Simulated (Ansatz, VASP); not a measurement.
One calculation of Ge, two programs

```xyz
2
Lattice="0.0000 2.8107 2.8107 2.8107 0.0000 2.8107 2.8107 2.8107 0.0000" Properties=species:S:1:pos:R:3 pbc="T T T"
Ge    0.0000    0.0000    0.0000
Ge    1.4054    1.4054    1.4054
```

Alike in both runs: functional LDA; k mesh 12 × 12 × 12; occupations gaussian, width 0.1 eV; no spin polarisation.

Ansatz relaxed the structure, and its values are those at the end. VASP's run is a single point on that final structure, the one shown.

|  | VASP | Ansatz |
| --- | --- | --- |
| version | VASP 6.6.1 | Ansatz 0.2.0 |
| potentials or method | VASP PAW LDA potentials, release 64 (Ge_d), cutoff 500 eV | scalar-relativistic, plane waves, PAW |
| valence electrons in the cell | 28 | 28 |

VASP gave:

- gap on the k mesh at the Fermi level (eV): none
- pressure (GPa): 0.2

Q: Estimate Ansatz's values.

A: gap on the k mesh at the Fermi level (eV): none; pressure (GPa): 0.0.

LDA's correlation is that of Perdew and Zunger in VASP and of Perdew and Wang (1992) in Ansatz. A gap of «none» marks a metal or a gap that the smearing closes.
